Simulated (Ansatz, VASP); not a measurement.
BP in VASP and in Ansatz

```
CELL_PARAMETERS angstrom
0.00000 2.26900 2.26900
2.26900 0.00000 2.26900
2.26900 2.26900 0.00000
ATOMIC_POSITIONS crystal
P 0.75000 0.75000 0.75000
B 0.00000 0.00000 0.00000
```

Alike in both runs: functional PBE-based screened hybrid; k mesh 5 × 5 × 5; occupations fermi-dirac, width 0.05 eV; no spin polarisation.

|  | VASP | Ansatz |
| --- | --- | --- |
| version | VASP 6.6.1 | Ansatz 0.2.0 |
| potentials or method | VASP PAW PBE potentials, release 64 (P, B) | Ansatz PAW |
| plane-wave cutoff (eV) | 520 | 420 |
| valence electrons in the cell | 8 | 8 |
| task | single point | band structure |

```csv
,VASP,Ansatz,Ansatz less VASP
gap on the k mesh at the Fermi level (eV),1.79,1.80,+0.004
least direct gap on the mesh (eV),4.15,4.16,+0.006
pressure (GPa),-1.5,-1.0,+0.54
```

VASP's potentials were made for PBE, not for PBE-based screened hybrid. With one functional, cell and mesh, what is left measures potentials, basis and numerics.

The k mesh is coarse, so the values compare programs but aren't converged.
